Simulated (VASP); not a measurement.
Write the native input for VASP 6.6.1 that does the following.

```
Task                   : single point
Functional             : PBEsol
Potentials or basis    : VASP PAW PBE potentials, release 64 (Mg, O)
Cutoff                 : 520 eV
k mesh                 : 9 × 9 × 6
Occupations            : gaussian, width 0.05 eV
Spin                   : no spin polarisation
Dipole correction      : no
Further INCAR settings : ALGO = Normal; EDIFF = 1e-07; NBANDS = 16
```

The structure of MgO lies in POSCAR:

```
MgO
1.0
    3.2197892641      0.0000000000      0.0000000000
   -1.6098946321      2.7884192976      0.0000000000
    0.0000000000      0.0000000000      5.2836741825
Mg O
2 2
Direct
    0.3333333333      0.6666666667      0.0272667940
    0.6666666667      0.3333333333      0.5272667940
    0.3333333333      0.6666666667      0.4009416620
    0.6666666667      0.3333333333      0.9009416620
```

This cell differs from its parent crystal: c/a of the conventional cell at fixed volume 1.6410.

These files were run (other wordings do the same):

INCAR

```
ALGO = Normal
EDIFF = 1E-7
ENCUT = 520
GGA = PS
ISIF = 2
ISMEAR = 0
LASPH = True
LCHARG = False
LREAL = False
LWAVE = False
NBANDS = 16
NELM = 60
PREC = Accurate
SIGMA = 0.05
```

KPOINTS

```
k-points
0
Gamma
  9 9 6
```

Potentials or basis: VASP PAW PBE potentials, release 64 (Mg, O).

Run with:

```console
$ cat potpaw_PBE.64/Mg/POTCAR potpaw_PBE.64/O/POTCAR > POTCAR
$ mpirun -np 1 vasp_std > vasp.out
```

Results of the run:

The pressure is 0.6 GPa and the largest force is 0.164 eV/Å. The band gap on the k mesh is 3.61 eV, direct.

Caveat: the PAW data sets were made with another functional, which shifts forces and pressure a little.

Run time: 50 s on 1 thread of AMD EPYC 7R13 (shared host), peak memory 0.15 GiB.
